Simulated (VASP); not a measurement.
# Sn (C2/m) in VASP: notebook

The runs below take Sn through single point, with PBEsol.

Program: VASP 6.6.1. These are calculated values, not measurements. Logs are shortened: lines on timing, memory, paths and dates and some standing lists are left out, and cuts for length are marked.

## 1. The cell of the first run

Symmetry: C2/m, No. 12, monoclinic system. Conventional cell: a = 4.737 Å, b = 4.677 Å, c = 3.456 Å, α = 90.00°, β = 131.62°, γ = 90.00°. Sn (site symmetry 2/m) has 12 Sn at 3.33 to 3.55 Å within 4.4 Å.

## 2. Single point, PBEsol (strain +0.0875 x Voigt [0, 0, 0, 0, 0, 1])

The input, INCAR:

```
SYSTEM = Sn
  ALGO = Fast
  EDIFF = 1E-6
  ENCUT = 520
  GGA = PS
  ISIF = 2
  ISMEAR = 0
  LASPH = .True.
  LCHARG = .False.
  LREAL = .False.
  LWAVE = .False.
  NBANDS = 13
  NELM = 80
  PREC = Accurate
  SIGMA = 0.15
```

The input, KPOINTS:

```
k-points
0
Gamma
  20 20 20
  0 0 0
```

The input, POSCAR:

```
Sn
1.0
   -1.6488588188      1.7000109187      2.3383420000
    1.6488588188     -1.7000109187      2.3383420000
    1.8042191812      1.8510830812     -2.3383420000
Sn
1
Direct
    0.0000000000      0.0000000000      0.0000000000
```

Potentials or basis: VASP PAW PBE potentials, release 64 (Sn_d).

Started as:

```
> cat potpaw_PBE.64/Sn_d/POTCAR > POTCAR
> mpirun -np 1 vasp_std > vasp.out
```

OUTCAR:

```text
SYSTEM = Sn
   EDIFF = 1E-6
   ENCUT = 520
   GGA = PS
   ISIF = 2
   ISMEAR = 0
   LASPH = .True.
   LREAL = .False.
   NELM = 80
   PREC = Accurate

 ion  position               nearest neighbor table
   1  0.000  0.000  0.000-

  LATTYP: Found a base centered monoclinic cell.
 ALAT       =     4.7365694455
 B/A-ratio  =     0.9873567893
 C/A-ratio  =     0.7297224634
 COS(beta)  =    -0.6641847815

  Lattice vectors:

 A1 = (  -1.6488588188,   1.7000109187,  -2.3383420000)
 A2 = (  -1.6488588188,   1.7000109187,   2.3383420000)
 A3 = (   3.4530780000,   0.1510721625,   0.0000000000)

Analysis of symmetry for initial positions (statically):
=====================================================================
 Subroutine PRICEL returns:
 Original cell was already a primitive cell.

 Routine SETGRP: Setting up the symmetry group for a
 base centered monoclinic supercell.

 Subroutine GETGRP returns: Found  4 space group operations
 (whereof  4 operations were pure point group operations)
 out of a pool of  4 trial point group operations.

The static configuration has the point symmetry C_2h.

Analysis of symmetry for dynamics (positions and initial velocities):
=====================================================================
 Subroutine PRICEL returns:
 Original cell was already a primitive cell.

 Routine SETGRP: Setting up the symmetry group for a
 base centered monoclinic supercell.

 Subroutine GETGRP returns: Found  4 space group operations
 (whereof  4 operations were pure point group operations)
 out of a pool of  4 trial point group operations.

The dynamic configuration has the point symmetry C_2h.

 Subroutine INISYM returns: Found  4 space group operations
 (whereof  4 operations are pure point group operations),
 and found     1 'primitive' translations

----------------------------------------------------------------------------------------

                                     Primitive cell

  volume of cell :      28.6183

  direct lattice vectors                    reciprocal lattice vectors
    -1.648858819  1.700010919  2.338342000    -0.012343774  0.282143400  0.213826720
     1.648858819 -1.700010919  2.338342000     0.290152071 -0.012694153  0.213826720
     1.804219181  1.851083081 -2.338342000     0.277808297  0.269449246  0.000000000

  length of vectors
[... 87 lines left out ...]
   ISYM   =      2    0-nonsym 1-usesym 2-fastsym
   POTIM  = 0.5000    time-step for ionic-motion
   TEBEG  =    0.0;   TEEND  =   0.0 temperature during run
   PSTRESS=    0.0 pullay stress
   NELECT =      14.0000    total number of electrons
   NUPDOWN=      -1.0000    fix difference up-down
   EMIN   =  10.00;   EMAX   =-10.00  energy-range for DOS
   EFERMI =   0.00;   METHOD = LEGACY
   ISMEAR =     0;   SIGMA  =   0.15  broadening in eV -4-tet -1-fermi 0-gaus
   EFERMI_NEDOS =   21; number of points for ismear=-14 and -15
   IALGO  =     68    algorithm
   IMIX   =      4    mixing-type and parameters
     AMIX     =   0.40;   BMIX     =  1.00
     AMIX_MAG =   1.60;   BMIX_MAG =  1.00
  volume/ion in A,a.u.               =      28.62       193.13
  Fermi-wavevector in a.u.,A,eV,Ry     =   1.289939  2.437632 22.639331  1.663944
  Thomas-Fermi vector in A             =   2.421802
   LORBIT       =      0    0 simple, 1 ext, 2 COOP (PROOUT), +10 PAW based schemes
   GGA     = PS    functional components
   LHFCALC =     F    Hartree Fock is set to
   AEXX    =    0.0000 exact exchange contribution
   IVDW    =     0    specifies the selected vdW correction
   LEPSILON=     F    determine dielectric tensor
   LRPA    =     F    only Hartree local field effects (RPA)
 non-spin polarized calculation
 RMM-DIIS sequential band-by-band and
 Gauss-broadening in eV      SIGMA  =   0.15
  energy-cutoff  :      520.00
  volume of cell :       28.62
 maximum number of plane-waves:       787
 NGX is ok and might be reduce to    28
   NGX = 13   NGY = 13   NGZ = 13

 number of electron      13.9999998 magnetization

 Free energy of the ion-electron system (eV)
  ---------------------------------------------------
  ext. energy  EPLUGINS =         0.00000000
  ---------------------------------------------------
  free energy    TOTEN  =        -4.20989233 eV

  energy without entropy =       -4.20372325  energy(sigma->0) =       -4.20680779

 E-fermi :   7.3782     XC(G=0): -10.2615

 val. band max:        7.3743942457   @ k =  -0.3500  -0.3500   0.2500
 cond. band min:       7.3835376169   @ k =  -0.3000  -0.4500   0.0500
 fundamental gap:      0.0091433712
 Fermi energy:         7.3781632168

 k-point     1 :       0.0000    0.0000    0.0000
  band No.  band energies     occupation
      1     -14.1018      2.00000
      2     -14.0451      2.00000
      3     -14.0440      2.00000
      4     -14.0280      2.00000
      5     -13.9660      2.00000
      6      -3.4175      2.00000
      7      14.3760      0.00000
      8      14.5848      0.00000
      9      14.9011      0.00000
     10      18.0578      0.00000
     11      18.5069      0.00000
     12      19.0799      0.00000
     13      19.3025      0.00000
[... 354 lines left out ...]
  band No.  band energies     occupation
      1     -14.0731      2.00000
      2     -14.0599      2.00000
      3     -14.0324      2.00000
      4     -13.9557      2.00000
      5     -13.9346      2.00000
      6      -0.5807      2.00000
      7       4.6917      2.00000
      8      12.1369      0.00000
      9      13.5415      0.00000
     10      16.5223      0.00000
     11      17.3981      0.00000
     12      18.9407      0.00000
     13      19.8869      0.00000

 [... further k-points ...]

------------------------ aborting loop because EDIFF is reached ----------------------------------------

  FORCE on cell =-STRESS in cart. coord.  units (eV):
  Direction    XX          YY          ZZ          XY          YZ          ZX
  --------------------------------------------------------------------------------------
  -------------------------------------------------------------------------------------
  Total       -0.6135197     -0.6824254     -0.6032874     -0.0414440     -0.0000000      0.0000000
  in kB      -34.3474545    -38.2050890    -33.7746104     -2.3202111     -0.0000000      0.0000000
  external PRESSURE =     -35.4423847 kB  Pullay stress =       0.0000000 kB

 VOLUME and BASIS-vectors are now :
 -----------------------------------------------------------------------------
  energy-cutoff  :      520.00
  volume of cell :       28.62
      direct lattice vectors                 reciprocal lattice vectors
    -1.648858819  1.700010919  2.338342000    -0.012343774  0.282143400  0.213826720
     1.648858819 -1.700010919  2.338342000     0.290152071 -0.012694153  0.213826720
     1.804219181  1.851083081 -2.338342000     0.277808297  0.269449246  0.000000000

 POSITION                                       TOTAL-FORCE (eV/Angst)
 -----------------------------------------------------------------------------------
      0.00000      0.00000      0.00000         0.000000      0.000000      0.000000
 -----------------------------------------------------------------------------------
    total drift:                               -0.000000      0.000000      0.000000

  FREE ENERGIE OF THE ION-ELECTRON SYSTEM (eV)
  ---------------------------------------------------
  free  energy   TOTEN  =        -4.2098923292 eV

  energy  without entropy=       -4.2037232489  energy(sigma->0) =       -4.20680779
```

It took 11 min on 1 thread of Oxide Virtual Turin-like, shared host; peak memory 0.73 GiB.

Results:

```
Free energy            : -4.2099 eV
Pressure               : -3.5 GPa
Band gap on the k mesh : zero (bands 7 and 8 overlap by 9.13 eV)
```

Caveat: the cell differs from its parent crystal (strain +0.0875 x Voigt [0, 0, 0, 0, 0, 1]); the cell stands under tension; the PAW data sets were made with another functional, which shifts forces and pressure a little; spin-orbit coupling is left out, which moves the levels of the heavy elements.

[end of part 1 of 2]
